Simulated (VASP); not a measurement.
## Cu: single point with PBE

The system is Cu.

```
Cu
1.0
    -1.47558    1.47558    1.38013
     1.47558   -1.47558    1.38013
     1.47558    1.47558   -1.38013
Cu
1
Direct
  0.00000 0.00000 0.00000
```

```json
{"Program": "VASP 6.6.1", "Task": "single point", "Functional": "PBE", "Potentials or basis": "VASP PAW PBE potentials, release 64 (Cu)", "Cutoff": "520 eV", "k mesh": "24 × 24 × 24", "Occupations": "fermi-dirac, width 0.15 eV", "Spin": "no spin polarisation"}
```

```
Pressure : 0.5 GPa
```

Levels at points of the mesh, in eV from the Fermi level:
| k point | band 4 | band 5 | band 6 | band 7 | band 8 | band 9 |
| --- | --- | --- | --- | --- | --- | --- |
| (0.00, 0.00, 0.00) | -2.96 | -2.23 | -1.95 | 24.11 | 24.11 | 25.96 |
| (0.50, 0.00, 0.00) | -1.85 | -1.36 | -0.36 | 4.51 | 16.74 | 16.81 |
| (0.50, 0.50, 0.00) | -2.04 | -1.39 | -0.86 | 3.79 | 18.56 | 18.68 |
| (0.50, 0.50, 0.50) | -1.55 | -1.48 | 7.31 | 7.31 | 9.85 | 12.82 |

Wall time 62 s on 1 thread of Intel(R) Xeon(R) 6975P-C (Granite Rapids), on a shared host, peak memory 0.25 GiB.
